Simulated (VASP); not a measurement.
# Mo: single point with r2SCAN

Mo:

```
Mo
1.0
     2.69448    0.00000    0.00000
    -1.34724    2.33349    0.00000
     0.00000    0.00000    2.55518
Mo
1
Direct
  0.00000 0.00000 0.50000
```

This cell differs from its parent crystal: strain -0.015 along x and y, +0.000 along z.

```
Program                : VASP 6.6.1
Task                   : single point
Functional             : r2SCAN
Potentials or basis    : VASP PAW PBE potentials, release 64 (Mo_sv)
Cutoff                 : 520 eV
k mesh                 : 18 × 18 × 18
Occupations            : gaussian, width 0.15 eV
Spin                   : no spin polarisation
Dipole correction      : no
Further INCAR settings : ALGO = Normal; EDIFF = 1e-06; NBANDS = 13
```

- Pressure: 9.0 GPa
- Band gap on the k mesh: zero (band 7 reaches 13.00 eV, above the bottom of band 8 at 11.05 eV)

Stress tensor (GPa, compression positive):
```
12.98  0.00  0.00
 0.00 12.98  0.00
 0.00  0.00  1.08
```

Levels at points of the mesh, in eV from the Fermi level:
```csv
k point,band 4,band 5,band 6,band 7,band 8,band 9,band 10,band 11
"(0.00, 0.00, 0.00)",-35.46,-7.34,-4.91,-1.04,-1.04,4.45,4.45,13.60
"(0.50, 0.00, 0.00)",-35.31,-5.49,-3.44,0.91,1.08,3.70,4.83,11.14
"(0.00, 0.00, 0.50)",-35.29,-4.18,-0.28,-0.22,-0.22,1.12,1.12,10.51
"(0.50, 0.00, 0.50)",-35.66,-5.83,-3.92,-0.29,5.16,6.22,6.64,7.83
```

It took 110 s on 1 thread of Intel(R) Xeon(R) 6975P-C (Granite Rapids), with other jobs on the host, peak memory 0.18 GiB.

Caveat: the cell differs from its parent crystal (strain -0.015 along x and y, +0.000 along z); the PAW data sets were made with another functional, which shifts forces and pressure a little.
